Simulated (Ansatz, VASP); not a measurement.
# Al2O3 in VASP and in Ansatz

```xyz
5
Lattice="2.8415 0.0000 0.0000 -1.4207 2.4608 0.0000 0.0000 0.0000 7.2308" Properties=species:S:1:pos:R:3 pbc="T T T"
Al    0.0000    0.0000    1.3792
Al    0.0000    0.0000    5.8516
O     0.0000    1.6405    2.0542
O     1.4207    0.8203    0.0000
O     0.0000    1.6405    5.1766
```

Alike in both runs: task single point; functional PBE; dispersion D3(BJ); k mesh 9 × 9 × 4; occupations gaussian, width 0.05 eV; no spin polarisation.

```csv
,VASP,Ansatz
version,VASP 6.6.1,Ansatz 0.2.0
potentials or method,"VASP PAW PBE potentials, release 64 (Al, O), cutoff 520 eV","scalar-relativistic, plane waves, PAW"
valence electrons in the cell,24,24
```

```tsv
	VASP	Ansatz	Ansatz less VASP
gap on the k mesh at the Fermi level (eV)	4.80	4.82	+0.022
least direct gap on the mesh (eV)	4.92	4.94	+0.020
pressure (GPa)	5.4	5.3	-0.08
traceless stress, the component that is largest in VASP (GPa)	-2.01	-1.71	+0.296
rms of the force components (eV/Å)	0.112	0.126	+0.0140
```

Atom by atom the forces differ by 0.018 eV/Å (rms over components).
